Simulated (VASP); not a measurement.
## MgO: single point with PBE

MgO:

```
CELL_PARAMETERS angstrom
0.00000 2.09700 2.09700
2.09700 0.00000 2.09700
2.09700 2.09700 0.00000
ATOMIC_POSITIONS crystal
Mg 0.00000 0.00000 0.00000
O 0.50000 0.50000 0.50000
```

```
Program                : VASP 6.6.1
Task                   : single point
Functional             : PBE
Potentials or basis    : VASP PAW PBE potentials, release 64 (Mg, O)
Cutoff                 : 520 eV
k mesh                 : 11 × 11 × 11
Occupations            : gaussian, width 0.023 eV
Spin                   : no spin polarisation
Dipole correction      : no
Further INCAR settings : ALGO = Normal; EDIFF = 1e-06; NBANDS = 11
```

The pressure is 6.2 GPa. The band gap on the k mesh is 4.85 eV.

Levels at points of the mesh, in eV from the valence-band top:
| k point | band 2 | band 3 | band 4 | band 5 | band 6 | band 7 |
| --- | --- | --- | --- | --- | --- | --- |
| (0.00, 0.00, 0.00) | 0.00 | 0.00 | 0.00 | 4.85 | 15.87 | 15.87 |

Wall time 9 s on 1 thread of Intel(R) Xeon(R) Platinum 8259CL CPU @ 2.50GHz (Skylake/Cascade Lake) (shared host), peak memory 0.14 GiB.

Caveat: the cell stands under pressure.
